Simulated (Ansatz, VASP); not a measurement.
## BaS: VASP beside Ansatz

INCAR

```
SYSTEM = BaS
PREC = Accurate ; ENCUT = 520
EDIFF = 1E-6 ; ISMEAR = -1
SIGMA = 0.01 ; LREAL = .FALSE.
LASPH = .TRUE. ; NELM = 100
ALGO = Normal ; ISIF = 2
LWAVE = .FALSE. ; LCHARG = .FALSE.
GGA = CA ; NBANDS = 15
```

KPOINTS

```
Automatic mesh
0
G
  7 7 7
  0 0 0
```

The input POSCAR:

```
BaS
1.0
    0.0000000000      3.1937500000      3.2576250000
    3.1937500000      0.0000000000      3.2576250000
    3.1937500000      3.1937500000      0.0000000000
Ba S
1 1
Direct
    0.0000000000      0.0000000000      0.0000000000
    0.5000000000      0.5000000000      0.5000000000
```

Input for Ansatz:

```yaml
crystal:
  lattice:
    - [0.0, 3.19375, 3.257625]
    - [3.19375, 0.0, 3.257625]
    - [3.19375, 3.19375, 0.0]
  atoms:
    - { symbol: Ba, position: [0.0, 0.0, 0.0] }
    - { symbol: S, position: [0.5, 0.5, 0.5] }
kpoints:
  mp_grid: { grid: [7, 7, 7] }
  band_path:
    path:
      - [0.0, 0.0, 0.0]
      - [0.0, 0.5, 0.5]
      - [0.25, 0.75, 0.5]
      - [0.0, 0.5, 0.0]
      - [0.0, 0.0, 0.0]
      - [0.5, 0.5, 0.0]
      - [0.3701460977, 0.6298539023, 0.0]
      - [-0.3701460977, 0.3701460977, 0.0]
      - [0.0, 0.0, 0.0]
    npoints: 5
scf:
  occupations: { method: fermi_dirac, width: 0.01 }
hamiltonian:
  xc: lda
  pseudopotentials: { kind: all_electron, lapw: { basis_error: 0.00025 } }
output:
  forces: true
  stress: true
  eigenvalues: true
```

Change from the starting cell: zz strain of +2 %.

Alike in both runs: task single point; functional LDA; k mesh 7 × 7 × 7; occupations fermi-dirac, width 0.01 eV; no spin polarisation.

|  | VASP | Ansatz |
| --- | --- | --- |
| version | VASP 6.6.1 | Ansatz 0.2.0 |
| potentials or method | VASP PAW LDA potentials, release 64 (Ba_sv, S), cutoff 520 eV | all-electron LAPW, scalar-relativistic |

Ansatz gave:

- gap on the k mesh at the Fermi level (eV): 2.07
- pressure (GPa): -3.2
- traceless stress, the component that is largest in VASP (GPa): -0.82

Task: Estimate VASP's values.

Result: gap on the k mesh at the Fermi level (eV): 1.97; pressure (GPa): -2.6; traceless stress, the component that is largest in VASP (GPa): -0.91.

LDA's correlation is that of Perdew and Zunger in VASP and of Perdew and Wang (1992) in Ansatz. Ansatz ran all-electron here, and VASP with PAW potentials.

Neither program's run includes spin-orbit coupling.
